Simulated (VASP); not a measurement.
# VGaBr (Pmmn) in VASP: single point with PBE

Aim: the single point of VGaBr with PBE.

Program: VASP 6.6.1. These are calculated values, not measurements. Logs are shortened: lines on timing, memory, paths and dates and some standing lists are left out, and cuts for length are marked.

### 1 The cell of the first run

The structure is orthorhombic, space group Pmmn (No. 59). Conventional cell: a = 3.648 Å, b = 4.075 Å, c = 9.094 Å, α = 90.00°, β = 90.00°, γ = 90.00°. V (site symmetry mm2) has 4 Ga at 2.13 to 2.23 Å and 2 Br at 2.73 Å within 2.8 Å. Ga (site symmetry mm2) has 4 V at 2.13 to 2.23 Å and 4 Ga at 2.82 Å within 2.9 Å. Br (site symmetry mm2) has 2 V at 2.73 Å and 5 Ga at 3.32 to 3.81 Å and 2 Br at 3.65 Å within 3.9 Å.

### 2 Single point, PBE

INCAR

```
SYSTEM = VGaBr
PREC = Accurate ; ENCUT = 520
EDIFF = 1E-7 ; ISMEAR = -1
SIGMA = 0.1 ; LREAL = .FALSE.
LASPH = .TRUE. ; NELM = 100
ALGO = Normal ; ISIF = 2
LWAVE = .FALSE. ; LCHARG = .TRUE.
GGA = PE ; LELF = .TRUE.
LVHAR = .TRUE. ; NBANDS = 42
```

KPOINTS

```
regular mesh
0
G
  8 9 4
  0 0 0
```

POSCAR

```
VGaBr
1.0
    4.0747660000      0.0000000000      0.0000000000
    0.0000000000      3.6483990000      0.0000000000
    0.0000000000      0.0000000000      9.0940130000
V Ga Br
2 2 2
Direct
    0.2500000000      0.2500000000      0.1040000000
    0.7500000000      0.7500000000      0.8960000000
    0.2500000000      0.7500000000      0.9630000000
    0.7500000000      0.2500000000      0.0370000000
    0.2500000000      0.7500000000      0.3280000000
    0.7500000000      0.2500000000      0.6720000000
```

Potentials or basis: VASP PAW PBE potentials, release 64 (V_sv, Ga_d, Br).

The run is started by

```
$ cat potpaw_PBE.64/V_sv/POTCAR potpaw_PBE.64/Ga_d/POTCAR potpaw_PBE.64/Br/POTCAR > POTCAR
$ mpirun -np 1 vasp_std > vasp.out
```

OUTCAR:

```text
SYSTEM = VGaBr
   PREC = Accurate
   ENCUT = 520
   EDIFF = 1E-7
   ISMEAR = -1
   LREAL = .FALSE.
   LASPH = .TRUE.
   NELM = 100
   ISIF = 2
   GGA = PE

 ion  position               nearest neighbor table
   1  0.250  0.250  0.104-   4 2.13   4 2.13   3 2.23   3 2.23   5 2.73   5 2.73
   2  0.750  0.750  0.896-   3 2.13   3 2.13   4 2.23   4 2.23   6 2.73   6 2.73
   3  0.250  0.750  0.963-   2 2.13   2 2.13   1 2.23   1 2.23   4 2.82   4 2.82   4 2.82   4 2.82

   4  0.750  0.250  0.037-   1 2.13   1 2.13   2 2.23   2 2.23   3 2.82   3 2.82   3 2.82   3 2.82

   5  0.250  0.750  0.328-   1 2.73   1 2.73
   6  0.750  0.250  0.672-   2 2.73   2 2.73

  LATTYP: Found a simple orthorhombic cell.
 ALAT       =     3.6483990000
 B/A-ratio  =     1.1168641368
 C/A-ratio  =     2.4926037421

  Lattice vectors:

 A1 = (   0.0000000000,  -3.6483990000,   0.0000000000)
 A2 = (   4.0747660000,   0.0000000000,   0.0000000000)
 A3 = (   0.0000000000,   0.0000000000,   9.0940130000)

Analysis of symmetry for initial positions (statically):
=====================================================================
 Subroutine PRICEL returns:
 Original cell was already a primitive cell.

 Routine SETGRP: Setting up the symmetry group for a
 simple orthorhombic supercell.

 Subroutine GETGRP returns: Found  8 space group operations
 (whereof  2 operations were pure point group operations)
 out of a pool of  8 trial point group operations.

The static configuration has the point symmetry S_2 .
 The point group associated with its full space group is D_2h.

Analysis of symmetry for dynamics (positions and initial velocities):
=====================================================================
 Subroutine PRICEL returns:
 Original cell was already a primitive cell.

 Routine SETGRP: Setting up the symmetry group for a
 simple orthorhombic supercell.

 Subroutine GETGRP returns: Found  8 space group operations
 (whereof  2 operations were pure point group operations)
 out of a pool of  8 trial point group operations.

The dynamic configuration has the point symmetry S_2 .
 The point group associated with its full space group is D_2h.

 Subroutine INISYM returns: Found  8 space group operations
 (whereof  2 operations are pure point group operations),
 and found     1 'primitive' translations

----------------------------------------------------------------------------------------

                                     Primitive cell

  volume of cell :     135.1950

  direct lattice vectors                    reciprocal lattice vectors
     4.074766000  0.000000000  0.000000000     0.245412865  0.000000000  0.000000000
     0.000000000  3.648399000  0.000000000     0.000000000  0.274092828  0.000000000
     0.000000000  0.000000000  9.094013000     0.000000000  0.000000000  0.109962456

  length of vectors
     4.074766000  3.648399000  9.094013000     0.245412865  0.274092828  0.109962456

  position of ions in fractional coordinates (direct lattice)
     0.250000000  0.250000000  0.104000000
     0.750000000  0.750000000  0.896000000
     0.250000000  0.750000000  0.963000000
     0.750000000  0.250000000  0.037000000
     0.250000000  0.750000000  0.328000000
     0.750000000  0.250000000  0.672000000

  ion indices of the primitive-cell ions
   primitive index   ion index
                 1           1
                 2           2
                 3           3
                 4           4
                 5           5
                 6           6

----------------------------------------------------------------------------------------

 KPOINTS: regular mesh

Automatic generation of k-mesh.
 Grid dimensions read from file:
 generate k-points for:    8    9    4

 Generating k-lattice:

  Cartesian coordinates                     Fractional coordinates (reciprocal lattice)
     0.030676608  0.000000000  0.000000000     0.125000000  0.000000000  0.000000000
     0.000000000  0.030454759  0.000000000     0.000000000  0.111111111  0.000000000
     0.000000000  0.000000000  0.027490614     0.000000000  0.000000000  0.250000000

  Length of vectors
     0.030676608  0.030454759  0.027490614

  Shift w.r.t. Gamma in fractional coordinates (k-lattice)
     0.000000000  0.000000000  0.000000000

 Subroutine IBZKPT returns following result:
 ===========================================

 Found     75 irreducible k-points:

 Following reciprocal coordinates:
            Coordinates               Weight
  0.000000  0.000000  0.000000      1.000000
  0.125000  0.000000  0.000000      2.000000
  0.250000  0.000000  0.000000      2.000000
  0.375000  0.000000  0.000000      2.000000
  0.500000  0.000000  0.000000      1.000000
  0.000000  0.111111  0.000000      2.000000
[... 16 lines left out ...]
  0.250000  0.444444  0.000000      4.000000
  0.375000  0.444444  0.000000      4.000000
 [... further k-points ...]
   k-points           NKPTS =     75   k-points in BZ     NKDIM =     75   number of bands    NBANDS=     42
   number of dos      NEDOS =    301   number of ions     NIONS =      6
   total plane-waves  NPLWV =  58800
   dimension x,y,z NGX =    30 NGY =   28 NGZ =   70
   dimension x,y,z NGXF=    60 NGYF=   56 NGZF=  140
   ions per type =               2   2   2
   NGX,Y,Z   is equivalent  to a cutoff of  12.24, 12.76, 12.80 a.u.
   NGXF,Y,Z  is equivalent  to a cutoff of  24.48, 25.52, 25.59 a.u.
 SYSTEM =  VGaBr
   PREC   = accura    normal or accurate (medium, high low for compatibility)
   ISTART =      0    job   : 0-new  1-cont  2-samecut
   ICHARG =      2    charge: 1-file 2-atom 10-const
   ISPIN  =      1    spin polarized calculation?
   LNONCOLLINEAR =      F non collinear calculations
   LSORBIT =      F    spin-orbit coupling
   LASPH  =      T    aspherical Exc in radial PAW
   ENCUT  =  520.0 eV  38.22 Ry    6.18 a.u.   7.58  6.78 16.91*2*pi/ulx,y,z
   NELM   =    100;   NELMIN=  2; NELMDL= -5     # of ELM steps
   EDIFF  = 0.1E-06   stopping-criterion for ELM
   LREAL  =      F    real-space projection
   EDIFFG = 0.1E-05   stopping-criterion for IOM
   NSW    =      0    number of steps for IOM
   IBRION =     -1    ionic relax: 0-MD 1-quasi-New 2-CG
   NFREE  =      0    steps in history (QN), initial steepest desc. (CG)
   ISIF   =      2    stress and relaxation
   ISYM   =      2    0-nonsym 1-usesym 2-fastsym
   POTIM  = 0.5000    time-step for ionic-motion
   TEBEG  =    0.0;   TEEND  =   0.0 temperature during run
   PSTRESS=    0.0 pullay stress
   NELECT =      66.0000    total number of electrons
   NUPDOWN=      -1.0000    fix difference up-down
   EMIN   =  10.00;   EMAX   =-10.00  energy-range for DOS
   EFERMI =   0.00;   METHOD = LEGACY
   ISMEAR =    -1;   SIGMA  =   0.10  broadening in eV -4-tet -1-fermi 0-gaus
   EFERMI_NEDOS =   21; number of points for ismear=-14 and -15
   IALGO  =     38    algorithm
   IMIX   =      4    mixing-type and parameters
     AMIX     =   0.40;   BMIX     =  1.00
     AMIX_MAG =   1.60;   BMIX_MAG =  1.00
  volume/ion in A,a.u.               =      22.53       152.06
  Fermi-wavevector in a.u.,A,eV,Ry     =   1.289049  2.435949 22.608070  1.661646
  Thomas-Fermi vector in A             =   2.420965
   LORBIT       =      0    0 simple, 1 ext, 2 COOP (PROOUT), +10 PAW based schemes
   GGA     = PE    functional components
   LHFCALC =     F    Hartree Fock is set to
   AEXX    =    0.0000 exact exchange contribution
   IVDW    =     0    specifies the selected vdW correction
   LEPSILON=     F    determine dielectric tensor
   LRPA    =     F    only Hartree local field effects (RPA)
 non-spin polarized calculation
  energy-cutoff  :      520.00
  volume of cell :      135.19
 maximum number of plane-waves:      3679
   NGX = 15   NGY = 13   NGZ = 33

 number of electron      65.9999996 magnetization

 Free energy of the ion-electron system (eV)
  ---------------------------------------------------
  ext. energy  EPLUGINS =         0.00000000
  ---------------------------------------------------
  free energy    TOTEN  =       -22.53010286 eV

  energy without entropy =      -22.41759683  energy(sigma->0) =      -22.47384985

 E-fermi :   3.5343     XC(G=0):  -9.3920

 val. band max:        3.5257212444   @ k =   0.3750   0.3333   0.2500
 cond. band min:       3.5387442777   @ k =   0.3750   0.2222   0.5000
 fundamental gap:      0.0130230333
 Fermi energy:         3.5343337275

 k-point     1 :       0.0000    0.0000    0.0000
  band No.  band energies     occupation
      1     -60.7495      2.00000
      2     -60.7365      2.00000
      3     -34.8629      2.00000
      4     -34.8232      2.00000
      5     -34.6767      2.00000
      6     -34.6419      2.00000
[... 34 lines left out ...]
     41       7.4218      0.00000
     42       9.1037      0.00000

 k-point     2 :       0.1250    0.0000    0.0000
  band No.  band energies     occupation
      1     -60.7489      2.00000
      2     -60.7369      2.00000
      3     -34.8616      2.00000
      4     -34.8246      2.00000
      5     -34.6754      2.00000
      6     -34.6432      2.00000
[... 34 lines left out ...]
     41       7.6144      0.00000
     42       9.1242      0.00000

 k-point     3 :       0.2500    0.0000    0.0000
  band No.  band energies     occupation
      1     -60.7474      2.00000
      2     -60.7382      2.00000
      3     -34.8578      2.00000
      4     -34.8288      2.00000
      5     -34.6717      2.00000
      6     -34.6471      2.00000
[... 34 lines left out ...]
     41       8.1661      0.00000
     42       8.5497      0.00000

 k-point     4 :       0.3750    0.0000    0.0000
  band No.  band energies     occupation
      1     -60.7451      2.00000
      2     -60.7401      2.00000
      3     -34.8516      2.00000
      4     -34.8356      2.00000
      5     -34.6662      2.00000
      6     -34.6529      2.00000
[... 844 lines left out ...]
     41       6.8733      0.00000
     42       7.5065      0.00000

 k-point    23 :       0.2500    0.4444    0.0000
  band No.  band energies     occupation
      1     -60.7420      2.00000
      2     -60.7404      2.00000
      3     -34.8420      2.00000
      4     -34.8367      2.00000
      5     -34.6899      2.00000
      6     -34.6851      2.00000
[... 34 lines left out ...]
     41       6.8399      0.00000
     42       7.1486      0.00000

 k-point    24 :       0.3750    0.4444    0.0000
  band No.  band energies     occupation
      1     -60.7415      2.00000
      2     -60.7406      2.00000
      3     -34.8384      2.00000
      4     -34.8353      2.00000
      5     -34.6950      2.00000
      6     -34.6921      2.00000
[... 34 lines left out ...]
     41       7.0108      0.00000
     42       7.1715      0.00000

 [... further k-points ...]

------------------------ aborting loop because EDIFF is reached ----------------------------------------

  FORCE on cell =-STRESS in cart. coord.  units (eV):
  Direction    XX          YY          ZZ          XY          YZ          ZX
  --------------------------------------------------------------------------------------
  -------------------------------------------------------------------------------------
  Total       33.4456377     14.1814611      6.0627009      0.0000000      0.0000000      0.0000000
  in kB      396.3596998    168.0625650     71.8482434      0.0000000      0.0000000      0.0000000
  external PRESSURE =     212.0901694 kB  Pullay stress =       0.0000000 kB

 VOLUME and BASIS-vectors are now :
 -----------------------------------------------------------------------------
  energy-cutoff  :      520.00
  volume of cell :      135.19
      direct lattice vectors                 reciprocal lattice vectors
     4.074766000  0.000000000  0.000000000     0.245412865  0.000000000  0.000000000
     0.000000000  3.648399000  0.000000000     0.000000000  0.274092828  0.000000000
     0.000000000  0.000000000  9.094013000     0.000000000  0.000000000  0.109962456

 POSITION                                       TOTAL-FORCE (eV/Angst)
 -----------------------------------------------------------------------------------
      1.01869      0.91210      0.94578        -0.000000      0.000000      5.932721
      3.05607      2.73630      8.14824         0.000000      0.000000     -5.932721
      1.01869      2.73630      8.75753         0.000000      0.000000     -1.345196
      3.05607      0.91210      0.33648         0.000000      0.000000      1.345196
      1.01869      2.73630      2.98284         0.000000      0.000000     -1.071021
      3.05607      0.91210      6.11118         0.000000     -0.000000      1.071021
 -----------------------------------------------------------------------------------
    total drift:                                0.000000      0.000000      0.000000

  FREE ENERGIE OF THE ION-ELECTRON SYSTEM (eV)
  ---------------------------------------------------
  free  energy   TOTEN  =       -22.5301028619 eV

  energy  without entropy=      -22.4175968343  energy(sigma->0) =      -22.47384985
```

Wall time 8 min (1 thread of Intel Xeon Platinum 8259CL at 2.50GHz (Skylake/Cascade Lake), shared host); peak memory 0.49 GiB.

Results:

- Free energy: -22.5301 eV
- Pressure: 21.2 GPa
- Largest force: 5.933 eV/Å
- Band gap on the k mesh: zero (bands 33 and 34 overlap by 1.47 eV)

Forces on the atoms (eV/Å):
```
V    0.000  0.000  5.933
V    0.000  0.000 -5.933
Ga   0.000  0.000 -1.345
Ga   0.000  0.000  1.345
Br   0.000  0.000 -1.071
Br   0.000  0.000  1.071
```

Stress tensor (GPa, compression positive):
```
39.64  0.00  0.00
 0.00 16.81  0.00
 0.00  0.00  7.18
```

Caveat: the stress differs along the axes, from 7 to 40 GPa; this functional lacks dispersion, which binds layers or chains, so the pressure and a relaxed spacing across them are unreliable; the run has no spin polarisation, though such a crystal can be magnetic; forces of over 1 eV/Å act on the atoms, so gaps and moduli don't describe the material at rest.
